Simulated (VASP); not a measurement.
B2P3:

```
B P
1.0
     3.25000    0.00000    0.00000
    -1.62500    2.81458    0.00000
     0.00000    0.00000   15.30000
B P
4 6
Cartesian
  0.0000 1.8764 2.5704
  0.0000 0.0000 5.1867
  1.6250 0.9382 12.7296
  0.0000 0.0000 10.1133
  0.0000 1.8764 0.5967
  0.0000 0.0000 3.2130
  1.6250 0.9382 5.8446
  1.6250 0.9382 14.7033
  0.0000 0.0000 12.0870
  0.0000 1.8764 9.4554
```

- Program: VASP 6.6.1
- Task: relaxation of cell and atoms
- Functional: PBE
- Potentials or basis: VASP PAW PBE potentials, release 64 (B, P)
- Cutoff: 600 eV
- k mesh: 6 × 6 × 1
- Occupations: gaussian, width 0.2 eV
- Spin: no spin polarisation

At the start: pressure -2.3 GPa; volume 14.00 Å³/atom.

Problem. Where does the relaxation end?

Solution. Over 26 steps the energy falls by 46.8 meV/atom and the volume is 12.74 Å³/atom (-9.0 %); space group P-3m1 (No. 164, to 0.05 Å).

Step by step:
| step | energy change (eV) | largest force (eV/Å) | pressure (GPa) | volume (Å³) |
| --- | --- | --- | --- | --- |
| 1 | 0.0000 | 0.6483 | -2.34 | 139.96 |
| 2 | -0.1010 | 0.2467 | 1.45 | 135.85 |
| 3 | -0.1012 | 0.2636 | 1.59 | 135.70 |
| 4 | -0.1400 | 0.3383 | -0.03 | 137.00 |
| 5 | -0.1414 | 0.3534 | -0.37 | 137.29 |
| 6 | -0.1543 | 0.2552 | -0.36 | 136.95 |
| 7 | -0.1567 | 0.3672 | -0.33 | 136.73 |
| 8 | -0.1652 | 0.2600 | -0.26 | 136.33 |
| 9 | -0.1758 | 0.2993 | 0.03 | 135.16 |
| 10 | -0.1867 | 0.3097 | 0.14 | 134.67 |
| 11 | -0.2155 | 0.4363 | 0.50 | 133.19 |
| 12 | -0.2531 | 0.7072 | 1.36 | 130.26 |
| 13 | -0.1993 | 1.2746 | 3.85 | 124.51 |
| 14 | -0.2573 | 0.8089 | 1.84 | 129.14 |
| 15 | -0.2643 | 0.8050 | 1.78 | 129.03 |
| 16 | -0.2845 | 0.7942 | 1.59 | 128.72 |
| 17 | -0.3206 | 0.7732 | 1.22 | 128.08 |
| 18 | -0.3640 | 0.7258 | 0.68 | 126.82 |
| 19 | -0.3650 | 0.7093 | 0.58 | 126.43 |
| 20 | -0.3887 | 0.6059 | 0.34 | 126.64 |
| 21 | -0.4326 | 0.3480 | -0.29 | 127.28 |
| 22 | -0.4007 | 0.8796 | -1.30 | 128.56 |
| 23 | -0.4389 | 0.5218 | -0.64 | 127.67 |
| 24 | -0.4570 | 0.3671 | -0.21 | 127.42 |
| 25 | -0.4644 | 0.1901 | 0.31 | 127.14 |
| 26 | -0.4678 | 0.0648 | -0.04 | 127.38 |

Final structure:
```cif
data_structure
_symmetry_space_group_name_H-M 'P 1'
_symmetry_Int_Tables_number 1
_cell_length_a 3.2404
_cell_length_b 3.2404
_cell_length_c 14.0077
_cell_angle_alpha 90.000
_cell_angle_beta 90.000
_cell_angle_gamma 120.000
_cell_volume 127.38
loop_
_atom_site_label
_atom_site_type_symbol
_atom_site_fract_x
_atom_site_fract_y
_atom_site_fract_z
_atom_site_occupancy
B1 B 0.33333 0.66667 0.18125 1
B2 B 0.00000 0.00000 0.36739 1
B3 B 0.66667 0.33333 0.81875 1
B4 B 0.00000 0.00000 0.63261 1
P1 P 0.33333 0.66667 0.04088 1
P2 P 0.00000 0.00000 0.22696 1
P3 P 0.66667 0.33333 0.41222 1
P4 P 0.66667 0.33333 0.95912 1
P5 P 0.00000 0.00000 0.77304 1
P6 P 0.33333 0.66667 0.58778 1
```

Caveat: the k points lie up to 0.45 Å⁻¹ apart in the final cell; this functional lacks dispersion, which binds the layers, so the pressure and a relaxed spacing across them are unreliable; the relaxation stopped at a loose force limit of 0.08 eV/Å, so its end isn't a converged minimum.
